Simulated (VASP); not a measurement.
Wanted: the native input for a VASP 6.6.1 run.

```yaml
Task: single point
Functional: PBEsol
Potentials_or_basis: VASP PAW PBE potentials, release 64 (Bi_d, Te)
Cutoff: 520 eV
k_mesh: 7 × 7 × 7
Occupations: fermi-dirac, width 0.05 eV
Spin: no spin polarisation
Dipole_correction: no
Further_INCAR_settings: ALGO = Normal; EDIFF = 1e-06; NBANDS = 18
```

The structure of BiTe lies in POSCAR:

```
BiTe
1.0
    0.0000000000      3.2132879364      3.2132879364
    3.2132879364      0.0000000000      3.2132879364
    3.2132879364      3.2132879364      0.0000000000
Bi Te
1 1
Direct
    0.0000000000      0.0000000000      0.0000000000
    0.5000000000      0.5000000000      0.5000000000
```

This cell differs from its parent crystal: volume scaled by 0.98.

The input as run:

INCAR

```
PREC     = Accurate       # precision mode
ENCUT    = 520            # plane-wave cutoff, eV
EDIFF    = 1E-6           # SCF threshold, eV
ISMEAR   = -1             # smearing method
SIGMA    = 0.05           # smearing width, eV
LREAL    = F              # projectors in reciprocal space
LASPH    = T              # aspherical terms in the spheres
NELM     = 100            # most SCF steps
ALGO     = Normal         # electronic algorithm
ISIF     = 2              # what is computed and relaxed
LWAVE    = F              # write WAVECAR
LCHARG   = T              # write CHGCAR
GGA      = PS             # functional
LELF     = T              # ELF
LVHAR    = T            
NBANDS   = 18             # bands
```

KPOINTS

```
Automatic mesh
0
Gamma
  7 7 7
```

Potentials or basis: VASP PAW PBE potentials, release 64 (Bi_d, Te).

Launch:

```sh
$ cat potpaw_PBE.64/Bi_d/POTCAR potpaw_PBE.64/Te/POTCAR > POTCAR
$ mpirun -np 1 vasp_std > vasp.out
```

It gave:

- Pressure: -0.6 GPa

Caveat: the PAW data sets were made with another functional, which shifts forces and pressure a little.

Wall time 10 s on 1 thread of Intel(R) Xeon(R) 6975P-C (Granite Rapids), with other jobs on the host, peak memory 0.21 GiB.
